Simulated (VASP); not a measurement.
Write the native input for VASP 6.6.1 that does the following.

- Task: relaxation of the atoms
- Functional: PBEsol
- Potentials or basis: VASP PAW PBE potentials, release 64 (Nb_sv, N)
- Cutoff: 520 eV
- k mesh: 9 × 9 × 1
- Occupations: gaussian, width 0.1 eV
- Spin: no spin polarisation
- Dipole correction: yes
- Atoms held fixed (from 0): [0, 1, 4, 5]
- Further INCAR settings: ALGO = Fast; EDIFF = 1e-07; IBRION = 2; EDIFFG = -0.03; NSW = 90

The structure of NbN lies in POSCAR:

```
NbN
1.0
    3.0974787953      0.0000000000      0.0000000000
    0.0000000000      3.0974787953      0.0000000000
    0.0000000000      0.0000000000     23.5707447823
Nb N
4 4
Selective dynamics
Direct
    0.0000000000      0.0000000000      0.3606165218  F F F
    0.5000000000      0.5000000000      0.4535388406  F F F
    0.0000000000      0.0000000000      0.5464611594  T T T
    0.5000000000      0.5000000000      0.6393834782  T T T
    0.5000000000      0.5000000000      0.3606165218  F F F
    0.0000000000      0.0000000000      0.4535388406  F F F
    0.5000000000      0.5000000000      0.5464611594  T T T
    0.0000000000      0.0000000000      0.6393834782  T T T
```

One way to write it, as run:

INCAR

```
PREC = Accurate
ENCUT = 520
EDIFF = 1E-7
ISMEAR = 0
SIGMA = 0.1
LREAL = F
LASPH = T
NELM = 60
ALGO = Fast
ISIF = 2
LWAVE = F
LCHARG = F
LDIPOL = T
IDIPOL = 3
DIPOL = 0.5 0.5 0.500
GGA = PS
IBRION = 2
NSW = 90
EDIFFG = -0.03
```

KPOINTS

```
Automatic mesh
0
Gamma
  9 9 1
```

Potentials or basis: VASP PAW PBE potentials, release 64 (Nb_sv, N).

Command:

```console
$ cat potpaw_PBE.64/Nb_sv/POTCAR potpaw_PBE.64/N/POTCAR > POTCAR
$ mpirun -np 1 vasp_std > vasp.out
```

It gave:

```
Energy gained by relaxing : 44.0 meV/atom
Ionic steps               : 12
Band gap on the k mesh    : zero (bands 36 and 37 overlap by 2.26 eV)
```

It took 94 min on 1 thread of Oxide Virtual Turin-like Processor, with other jobs on the host, peak memory 0.36 GiB.
